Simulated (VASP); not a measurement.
# CdSe (F-43m) in VASP: further runs, part 2 of 2

VASP 6.6.1.

## Step 3: Relaxation of cell and atoms, r2SCAN

This run uses another cell than the first one, of 29.74 Å³/atom, 1.030 times its volume.

File POSCAR:

```
CdSe
1.0
    0.0000000000      3.0982260089      3.0982260089
    3.0982260089      0.0000000000      3.0982260089
    3.0982260089      3.0982260089      0.0000000000
Cd Se
1 1
Direct
    0.0000000000      0.0000000000      0.0000000000
    0.2500000000      0.2500000000      0.2500000000
```

File INCAR.step1:

```
ALGO = Normal
EDIFF = 1E-4
ENCUT = 600
GGA = PE
ISMEAR = -1
LASPH = T
LCHARG = F
LREAL = F
LWAVE = T
NELM = 80
PREC = Accurate
SIGMA = 0.02
```

File INCAR.step2:

```
ALGO = Normal
EDIFF = 1E-7
EDIFFG = -0.005
ENCUT = 600
IBRION = 2
ISIF = 3
ISMEAR = -1
ISTART = 1
LASPH = T
LCHARG = F
LMIXTAU = T
LREAL = F
LWAVE = F
METAGGA = R2SCAN
NELM = 80
NSW = 80
PREC = Accurate
SIGMA = 0.02
```

File KPOINTS:

```
k-points
0
Gamma
  6 6 6
```

Potentials or basis: VASP PAW PBE potentials, release 64 (Cd, Se).

Started as:

```bash
$ cat potpaw_PBE.64/Cd/POTCAR potpaw_PBE.64/Se/POTCAR > POTCAR
$ cp INCAR.step1 INCAR
$ mpirun -np 1 vasp_std > vasp.out
$ cp INCAR.step2 INCAR
$ mpirun -np 1 vasp_std > vasp.out
```

OUTCAR:

```text
EDIFF = 1E-7
   EDIFFG = -0.005
   ENCUT = 600
   IBRION = 2
   ISIF = 3
   ISMEAR = -1
   ISTART = 1
   LASPH = T
   LREAL = F
   METAGGA = R2SCAN
   NELM = 80
   NSW = 80
   PREC = Accurate

 ion  position               nearest neighbor table
   1  0.000  0.000  0.000-   2 2.68   2 2.68   2 2.68   2 2.68
   2  0.250  0.250  0.250-   1 2.68   1 2.68   1 2.68   1 2.68

  LATTYP: Found a face centered cubic cell.
 ALAT       =     6.1964520178

  Lattice vectors:

 A1 = (   0.0000000000,   3.0982260089,   3.0982260089)
 A2 = (   3.0982260089,   0.0000000000,   3.0982260089)
 A3 = (   3.0982260089,   3.0982260089,   0.0000000000)

Analysis of symmetry for initial positions (statically):
=====================================================================
 Subroutine PRICEL returns:
 Original cell was already a primitive cell.

 Routine SETGRP: Setting up the symmetry group for a
 face centered cubic supercell.

 Subroutine GETGRP returns: Found 24 space group operations
 (whereof 24 operations were pure point group operations)
 out of a pool of 48 trial point group operations.

The static configuration has the point symmetry T_d .

Analysis of symmetry for dynamics (positions and initial velocities):
=====================================================================
[... 145 lines left out ...]
  ext. energy  EPLUGINS =         0.00000000
  ---------------------------------------------------
  free energy    TOTEN  =       -35.90759306 eV

  energy without entropy =      -35.90759306  energy(sigma->0) =      -35.90759306

------------------------ aborting loop because EDIFF is reached ----------------------------------------

  FORCE on cell =-STRESS in cart. coord.  units (eV):
  Direction    XX          YY          ZZ          XY          YZ          ZX
  --------------------------------------------------------------------------------------
  -------------------------------------------------------------------------------------
  Total       -0.4831490     -0.4831490     -0.4831490     -0.0000000      0.0000000     -0.0000000
  in kB      -13.0143463    -13.0143463    -13.0143463     -0.0000000      0.0000000     -0.0000000
  external PRESSURE =     -13.0143463 kB  Pullay stress =       0.0000000 kB
[... 59 lines left out ...]
--------------------------------------- Ionic step        3  -------------------------------------------

 number of electron      17.9999997 magnetization

 Free energy of the ion-electron system (eV)
  ---------------------------------------------------
  ext. energy  EPLUGINS =         0.00000000
  ---------------------------------------------------
  free energy    TOTEN  =       -35.91418386 eV

  energy without entropy =      -35.91418386  energy(sigma->0) =      -35.91418386

 E-fermi :   0.8579     XC(G=0):  -9.2893

 val. band max:        0.4194050763   @ k =   0.0000   0.0000   0.0000
 cond. band min:       1.4393824794   @ k =   0.0000   0.0000   0.0000
 fundamental gap:      1.0199774030
 Fermi energy:         0.8578714298

 k-point     1 :       0.0000    0.0000    0.0000
  band No.  band energies     occupation
      1     -12.4363      2.00000
      2      -7.6581      2.00000
      3      -7.6581      2.00000
      4      -7.6581      2.00000
      5      -7.2889      2.00000
      6      -7.2889      2.00000
      7       0.4194      2.00000
      8       0.4194      2.00000
      9       0.4194      2.00000
     10       1.4394      0.00000
     11       6.8900      0.00000
     12       6.8900      0.00000
     13       6.8900      0.00000
[... 267 lines left out ...]
  FREE ENERGIE OF THE ION-ELECTRON SYSTEM (eV)
  ---------------------------------------------------
  free  energy   TOTEN  =       -35.9141838633 eV

  energy  without entropy=      -35.9141838633  energy(sigma->0) =      -35.91418386

 reached required accuracy - stopping structural energy minimisation
```

OUTCAR.step1:

```text
EDIFF = 1E-4
   ENCUT = 600
   GGA = PE
   ISMEAR = -1
   LASPH = T
   LREAL = F
[... 463 lines left out ...]
 -----------------------------------------------------------------------------------
      0.00000      0.00000      0.00000         0.000000      0.000000      0.000000
      1.54911      1.54911      1.54911        -0.000000     -0.000000     -0.000000
 -----------------------------------------------------------------------------------
    total drift:                               -0.000000     -0.000000     -0.000000

  FREE ENERGIE OF THE ION-ELECTRON SYSTEM (eV)
  ---------------------------------------------------
  free  energy   TOTEN  =        -5.4951540240 eV

  energy  without entropy=       -5.4951539821  energy(sigma->0) =       -5.49515400
```

Run time: 1.7 min. Hardware: 1 thread of Intel Xeon 6975P-C (Granite Rapids), shared host; peak memory 0.23 GiB.

Results:

```yaml
Free_energy: -35.9142 eV
Relaxed_volume: 28.95 Å³/atom
Relaxed_cell: a = 4.342 Å, b = 4.342 Å, c = 4.342 Å, α = 60.00°, β = 60.00°, γ = 60.00°
Space_group_after_relaxing_to_0.05_Å: F-43m (No. 216)
Energy_gained_by_relaxing: 3.3 meV/atom
Ionic_steps: 3
Pressure_after_relaxing: 0.0 GPa
Band_gap_on_the_k_mesh: 1.02 eV, direct
```

The path:
```csv
step,energy change (eV),largest force (eV/Å),pressure (GPa),volume (Å³)
1,0.0000,0.0000,-1.30,59.48
2,-0.0059,0.0000,0.44,57.42
3,-0.0066,0.0000,0.01,57.90
```

Final structure:
```
Cd Se
1.0
     0.00000    3.07057    3.07057
     3.07057    0.00000    3.07057
     3.07057    3.07057    0.00000
Cd Se
1 1
Direct
  0.00000 0.00000 0.00000
  0.25000 0.25000 0.25000
```

Levels at points of the mesh, in eV from the valence-band top:
```
           k point  band 5  band 6  band 7  band 8  band 9  band 10  band 11  band 12  band 13
(0.00, 0.00, 0.00)   -7.71   -7.71    0.00    0.00    0.00     1.02     6.47     6.47     6.47
(0.50, 0.00, 0.00)   -7.69   -7.43   -4.26   -0.72   -0.72     2.82     6.92     6.92     7.73
(0.50, 0.50, 0.00)   -7.65   -7.36   -3.95   -1.79   -1.79     3.50     4.12     9.55    10.78
```

Caveat: the PAW data sets were made with another functional, which shifts forces and pressure a little. r2SCAN opens gaps a little over a GGA but as a rule still falls short of measured ones.

## Step 4: Single point, PBE, non-collinear spin, zero start, spin-orbit coupling

File INCAR:

```
  PREC = Accurate
  ENCUT = 520
  EDIFF = 1E-6
  ISMEAR = -1
  SIGMA = 0.02
  LREAL = False
  LASPH = True
  NELM = 150
  ALGO = Normal
  ISIF = 2
  LWAVE = False
  LCHARG = False
  MAGMOM = 0 0 0 0 0 0
  LORBIT = 11
  LSORBIT = True
  GGA_COMPAT = False
  LORBMOM = True
  GGA = PE
  NBANDS = 30
```

File KPOINTS:

```
regular mesh
0
Gamma
  8 8 8
```

File POSCAR:

```
CdSe
1.0
    0.0000000000      3.0677809692      3.0677809692
    3.0677809692      0.0000000000      3.0677809692
    3.0677809692      3.0677809692      0.0000000000
Cd Se
1 1
Direct
    0.0000000000      0.0000000000      0.0000000000
    0.2500000000      0.2500000000      0.2500000000
```

Started as:

```bash
$ cat potpaw_PBE.64/Cd/POTCAR potpaw_PBE.64/Se/POTCAR > POTCAR
$ mpirun -np 1 vasp_ncl > vasp.out
```

It took 74 s on 1 thread of Intel Xeon 6975P-C (Granite Rapids), shared host; peak memory 0.37 GiB.

It converged, with:

```
Free energy                                           : -5.5377 eV
Pressure                                              : 1.7 GPa
Net moment                                            : 0.00 μB per cell
Valence electrons inside the program's atomic spheres : Cd 10.30; Se 3.85
```

Moments on the atoms (μB; x, y, z):
```
Cd  0.00 0.00 0.00
Se  0.00 0.00 0.00
```

## Step 5: Single point, PBE

File INCAR:

```
SYSTEM = CdSe
PREC = Accurate ; ENCUT = 500
EDIFF = 1E-6 ; ISMEAR = 0
SIGMA = 0.01 ; LREAL = .False.
LASPH = .True. ; NELM = 120
ALGO = Normal ; ISIF = 2
LWAVE = .False. ; LCHARG = .True.
GGA = PE ; LELF = .True.
LVHAR = .True. ; NBANDS = 16
GGA_COMPAT = .False.
```

File KPOINTS:

```
regular mesh
0
Gamma
  4 4 4
  0 0 0
```

POSCAR is that of step 4.

Started as:

```bash
$ cat potpaw_PBE.64/Cd/POTCAR potpaw_PBE.64/Se/POTCAR > POTCAR
$ mpirun -np 1 vasp_std > vasp.out
```

It took 4.6 s on 1 thread of Intel Xeon 6975P-C (Granite Rapids), shared host; peak memory 0.17 GiB.

It converged, with:

- Free energy: -5.4418 eV
- Pressure: 1.9 GPa
- Band gap on the k mesh: 0.54 eV, direct

Levels at points of the mesh, in eV from the valence-band top:
```
           k point  band 7  band 8  band 9  band 10  band 11  band 12
(0.00, 0.00, 0.00)    0.00    0.00    0.00     0.54     5.91     5.91
(0.50, 0.00, 0.00)   -4.25   -0.71   -0.71     2.34     6.42     6.42
(0.50, 0.50, 0.00)   -3.98   -1.77   -1.77     3.17     3.72     8.99
```

Caveat: the k points lie up to 0.44 Å⁻¹ apart. As with any semilocal functional, this PBE gap is likely too small.

## Step 6: Summary

```tsv
task	level	spin	cell	k mesh	cutoff (eV)	smearing	gap on the mesh (eV)	pressure (GPa)
single point	r2SCAN	off	a = 4.338 Å, angles 60.0°, 2 atoms	8 × 8 × 8	520	gaussian 0.01 eV	1.03	0.2
relaxation of cell and atoms	r2SCAN	off	relaxed from a = 4.382 Å, angles 60.0°, 2 atoms	6 × 6 × 6	600	fermi-dirac 0.02 eV	1.02	0.0
single point	PBE	non-collinear, zero start, SOC	a = 4.338 Å, angles 60.0°, 2 atoms	8 × 8 × 8	520	fermi-dirac 0.02 eV	-	1.7
single point	PBE	off	a = 4.338 Å, angles 60.0°, 2 atoms	4 × 4 × 4	500	gaussian 0.01 eV	0.54	1.9
```

Alike in all rows: potentials or basis VASP PAW PBE potentials, release 64 (Cd, Se).

Caveats: some runs use coarse meshes; the PAW data sets were made with another functional, which shifts forces and pressure a little (some runs).

Total energies depend on the potentials used, so only differences within one code and one set of settings carry meaning.
